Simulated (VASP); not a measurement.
Au: relaxation of cell and atoms with PBEsol

Crystal: Au.

```
CELL_PARAMETERS angstrom
1.41131 -2.55593 0.00000
1.41131 2.55593 0.00000
0.00000 0.00000 4.89317
ATOMIC_POSITIONS crystal
Au 0.66533 0.33467 0.25000
Au 0.33467 0.66533 0.75000
```

```
Program                : VASP 6.6.1
Task                   : relaxation of cell and atoms
Functional             : PBEsol
Potentials or basis    : VASP PAW PBE potentials, release 64 (Au)
Cutoff                 : 600 eV
k mesh                 : 8 × 8 × 4
Occupations            : gaussian, width 0.1 eV
Spin                   : no spin polarisation
Dipole correction      : no
Further INCAR settings : ALGO = Normal; EDIFF = 1e-06; IBRION = 2; EDIFFG = -0.04; NSW = 90; ISIF = 3
```

| Property | Result |
| --- | --- |
| Relaxed volume | 17.13 Å³/atom |
| Relaxed cell | a = 2.947 Å, b = 2.947 Å, c = 4.751 Å, α = 90.00°, β = 90.00°, γ = 123.89° |
| Space group after relaxing (to 0.05 Å) | Cmcm (No. 63) |
| Energy gained by relaxing | 14.2 meV/atom |
| Ionic steps | 10 |
| Pressure after relaxing | -0.2 GPa |
| Largest force after relaxing | 0.040 eV/Å |
| Band gap on the k mesh | zero (band 11 reaches 12.48 eV, above the bottom of band 12 at 6.69 eV) |

Forces on the atoms (eV/Å):
```
Au   0.000  0.040  0.000
Au   0.000 -0.040  0.000
```

Stress tensor (GPa, compression positive):
```
-0.12  0.00  0.00
 0.00 -0.26  0.00
 0.00  0.00 -0.35
```

Step by step:
```
step  energy change (eV)  largest force (eV/Å)  pressure (GPa)  volume (Å³)
   1              0.0000                0.0103           -4.94        35.30
   2              0.0232                0.0363            9.54        32.59
   3             -0.0204                0.0034            0.29        34.16
   4             -0.0252                0.0072            0.26        34.16
   5             -0.0278                0.0261            0.25        34.16
   6             -0.0260                0.0797            0.50        34.15
   7             -0.0282                0.0387            0.28        34.16
   8             -0.0282                0.0409            0.28        34.16
   9             -0.0283                0.0384           -0.69        34.33
  10             -0.0285                0.0396           -0.24        34.26
```

Final structure:
```yaml
crystal:
  lattice:
    - [1.38618, -2.60110, 0.00000]
    - [1.38618, 2.60110, 0.00000]
    - [0.00000, 0.00000, 4.75069]
  atoms:
    - { symbol: Au, position: [0.66520, 0.33480, 0.25000] }
    - { symbol: Au, position: [0.33480, 0.66520, 0.75000] }
```

Levels at points of the mesh, in eV from the Fermi level:
```
           k point  band 7  band 8  band 9  band 10  band 11  band 12  band 13  band 14  band 15
(0.00, 0.00, 0.00)   -3.79   -3.74   -3.50    -2.25    -2.10    -1.07     2.87    14.07    16.00
(0.50, 0.00, 0.00)   -3.69   -1.95   -1.94    -1.76     0.50     1.79     6.09     7.57     7.70
(0.50, 0.50, 0.00)   -3.94   -2.04   -1.81    -1.80    -0.04     0.93     5.38     6.89     6.90
(0.00, 0.00, 0.50)   -4.15   -4.15   -2.76    -2.76    -2.50    -2.50    10.99    10.99    14.47
(0.50, 0.00, 0.50)   -2.46   -2.46   -1.77    -1.77     0.63     0.63     4.25     4.25    12.80
(0.50, 0.50, 0.50)   -2.45   -2.45   -1.89    -1.89    -0.02    -0.02     3.24     3.24    12.94
```

Wall time 94 s on 1 thread of Intel(R) Xeon(R) Platinum 8488C (Sapphire Rapids), on a shared host, peak memory 0.2 GiB.

Caveat: the PAW data sets were made with another functional, which shifts forces and pressure a little; spin-orbit coupling is left out, which moves the levels of the heavy elements.
